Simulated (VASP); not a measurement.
Crystal: SnTe.

```
Sn Te
1.0
     0.00000    2.95042    2.95042
     2.95042    0.00000    2.95042
     2.95042    2.95042    0.00000
Sn Te
1 1
Direct
  0.00000 0.00000 0.00000
  0.50000 0.50000 0.50000
```

| Property | Result |
| --- | --- |
| Program | VASP 6.6.1 |
| Task | relaxation of cell and atoms |
| Functional | PBEsol |
| Potentials or basis | VASP PAW PBE potentials, release 64 (Sn_d, Te) |
| Cutoff | 600 eV |
| k mesh | 6 × 6 × 6 |
| Occupations | fermi-dirac, width 0.03 eV |
| Spin | no spin polarisation |

At the start: pressure 13.2 GPa; volume 25.68 Å³/atom.

Task: Where does the relaxation end?

Result: Over 4 steps the energy falls by 196.3 meV/atom and the volume is 31.05 Å³/atom (+20.9 %); space group Fm-3m (No. 225, to 0.05 Å).

The path:
| step | energy change (eV) | largest force (eV/Å) | pressure (GPa) | volume (Å³) |
| --- | --- | --- | --- | --- |
| 1 | 0.0000 | 0.0000 | 13.20 | 51.37 |
| 2 | -0.3068 | 0.0000 | -3.75 | 68.75 |
| 3 | -0.3925 | 0.0000 | -0.16 | 62.33 |
| 4 | -0.3926 | 0.0000 | 0.02 | 62.09 |

Final structure:
```
CELL_PARAMETERS angstrom
0.00000 3.14297 3.14297
3.14297 0.00000 3.14297
3.14297 3.14297 0.00000
ATOMIC_POSITIONS crystal
Sn 0.00000 0.00000 0.00000
Te 0.50000 0.50000 0.50000
```

Caveat: the volume moved by over 15 % at a fixed basis, so the end points are rough; the PAW data sets were made with another functional, which shifts forces and pressure a little.
